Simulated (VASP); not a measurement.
Input of a VASP 6.6.1 run:

The input INCAR:

```
PREC = Accurate ; ENCUT = 500
EDIFF = 1E-6 ; ISMEAR = 0
SIGMA = 0.01 ; LREAL = F
LASPH = T ; NELM = 120
ALGO = Normal ; ISIF = 2
LWAVE = F ; LCHARG = F
GGA = PE ; NBANDS = 16
GGA_COMPAT = F
```

KPOINTS

```
regular mesh
0
Gamma
  4 4 4
```

POSCAR

```
InP
1.0
    0.0000000000      2.9799784699      2.9799784699
    2.9799784699      0.0000000000      2.9799784699
    2.9799784699      2.9799784699      0.0000000000
In P
1 1
Direct
    0.0000000000      0.0000000000      0.0000000000
    0.2500000000      0.2500000000      0.2500000000
```

Potentials or basis: VASP PAW PBE potentials, release 64 (In_d, P).

Run with:

```bash
$ cat potpaw_PBE.64/In_d/POTCAR potpaw_PBE.64/P/POTCAR > POTCAR
$ mpirun -np 1 vasp_std > vasp.out
```

Q: Estimate the pressure.

A: 0.1 GPa.

Q: Estimate the band gap on the k mesh.

A: 0.42 eV, direct.

Caveat: the k points lie up to 0.46 Å⁻¹ apart; spin-orbit coupling is left out, which moves the levels of the heavy elements. As with any semilocal functional, this PBE gap is likely too small.
